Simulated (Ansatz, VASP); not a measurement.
**Two plane-wave programs on Al3Cu2**

The input POSCAR:

```
Al3Cu2
1.0
    4.0472680556      0.0074024528      0.0200421321
   -2.0172233156      3.4831102312     -0.0120505430
    0.0244543287     -0.0028593368      4.9807017204
Al Cu
3 2
Direct
   -0.0008572511     -0.0022964813     -0.0037870460
    0.3239394096      0.6152035583      0.3246428018
    0.6361111384      0.3216370404      0.6524015193
    0.2936928577      0.6558659016      0.8549848793
    0.6488481480      0.2910866889      0.1295631523
```

The input INCAR.step1:

```
ALGO     = Normal         # electronic algorithm
EDIFF    = 1E-4           # SCF threshold, eV
ENCUT    = 520            # plane-wave cutoff, eV
GGA      = PE             # functional
ISMEAR   = 0              # smearing method
LASPH    = T              # aspherical terms in the spheres
LCHARG   = F              # write CHGCAR
LREAL    = F              # projectors in reciprocal space
LWAVE    = T              # write WAVECAR
NBANDS   = 24             # bands
NELM     = 60             # most SCF steps
PREC     = Accurate       # precision mode
SIGMA    = 0.1            # smearing width, eV
```

File INCAR.step2:

```
ALGO     = Normal         # electronic algorithm
EDIFF    = 1E-6           # SCF threshold, eV
ENCUT    = 520            # plane-wave cutoff, eV
ISIF     = 2              # what is computed and relaxed
ISMEAR   = 0              # smearing method
ISTART   = 1            
LASPH    = T              # aspherical terms in the spheres
LCHARG   = T              # write CHGCAR
LELF     = T              # ELF
LMIXTAU  = T            
LREAL    = F              # projectors in reciprocal space
LVHAR    = T            
LWAVE    = F              # write WAVECAR
METAGGA  = R2SCAN         # meta-GGA
NBANDS   = 24             # bands
NELM     = 60             # most SCF steps
PREC     = Accurate       # precision mode
SIGMA    = 0.1            # smearing width, eV
```

The input KPOINTS:

```
k-points
0
Gamma
  4 4 4
```

Input for Ansatz:

```yaml
crystal:
  lattice:
    - [4.0472680556, 0.0074024528, 0.0200421321]
    - [-2.0172233156, 3.4831102312, -0.012050543]
    - [0.0244543287, -0.0028593368, 4.9807017204]
  atoms:
    - { symbol: Al, position: [-0.0008572511, -0.0022964813, -0.003787046] }
    - { symbol: Al, position: [0.3239394096, 0.6152035583, 0.3246428018] }
    - { symbol: Al, position: [0.6361111384, 0.3216370404, 0.6524015193] }
    - { symbol: Cu, position: [0.2936928577, 0.6558659016, 0.8549848793] }
    - { symbol: Cu, position: [0.648848148, 0.2910866889, 0.1295631523] }
basis:
  ecutwfc: 500
kpoints:
  mp_grid: { grid: [4, 4, 4] }
hamiltonian:
  xc: r2scan
scf:
  occupations: { method: gaussian, width: 0.1 }
output:
  forces: true
  stress: true
  eigenvalues: true
```

Change from the starting cell: kmesh displaced: [4, 4, 4] Gamma-centred.

Alike in both runs: task single point; functional r2SCAN; k mesh 4 × 4 × 4; occupations gaussian, width 0.1 eV; no spin polarisation.

```csv
,VASP,Ansatz
version,VASP 6.6.1,Ansatz 0.2.0
potentials or method,"VASP PAW PBE potentials, release 64 (Al, Cu), cutoff 520 eV","scalar-relativistic, plane waves, PAW"
valence electrons in the cell,31,47
```

|  | VASP | Ansatz | Ansatz less VASP |
| --- | --- | --- | --- |
| gap on the k mesh at the Fermi level (eV) | none | none | - |
| pressure (GPa) | 7.7 | 7.8 | +0.07 |
| traceless stress, the component that is largest in VASP (GPa) | -3.05 | -3.04 | +0.006 |
| rms of the force components (eV/Å) | 0.813 | 0.811 | -0.0024 |

VASP's potentials were made for PBE, not for r2SCAN. Atom by atom the forces differ by 0.003 eV/Å (rms over components). A gap of «none» marks a metal or a gap that the smearing closes. VASP's potentials hold 31 valence electrons a cell and Ansatz's 47, so a difference there can come from the potentials and not from the codes.

The k mesh is coarse, so the values compare programs but aren't converged.
